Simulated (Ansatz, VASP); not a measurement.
ZrPdSe4 in VASP and in Ansatz

```
Zr Pd Se
1.0
     5.34336    0.00000    0.00000
    -2.67168    4.62748    0.00000
     0.00000    0.00000    5.18307
Zr Pd Se
1 1 4
Direct
  0.33333 0.66667 0.00000
  0.00000 0.00000 0.00000
  0.66667 0.33333 0.00000
  0.49620 0.99240 0.50000
  0.00760 0.50380 0.50000
  0.49620 0.50380 0.50000
```

Change from the starting cell: species swapped into the TmAlCo4 type (P-6m2, No. 187).

Alike in both runs: task relaxation of cell and atoms; functional PBE; k mesh 12 × 12 × 8; occupations gaussian, width 0.1 eV; no spin polarisation.

|  | VASP | Ansatz |
| --- | --- | --- |
| version | VASP 6.6.1 | Ansatz 0.2.0 |
| potentials or method | VASP PAW PBE potentials, release 64 (Zr_sv, Pd, Se), cutoff 600 eV | scalar-relativistic, plane waves, PAW |
| valence electrons in the cell | 46 | 94 |

```tsv
	VASP	Ansatz	Ansatz less VASP
gap on the k mesh at the Fermi level, each at its own relaxed structure (eV)	none	none	-
relaxed volume (Å³/atom)	21.44	21.43	-0.011
relaxed length of the cell vector where the two differ most in proportion (Å)	5.269	5.267	-0.0019
```

A gap of «none» marks a metal or a gap that the smearing closes. VASP's potentials hold 46 valence electrons a cell and Ansatz's 94, so a difference there can come from the potentials and not from the codes.
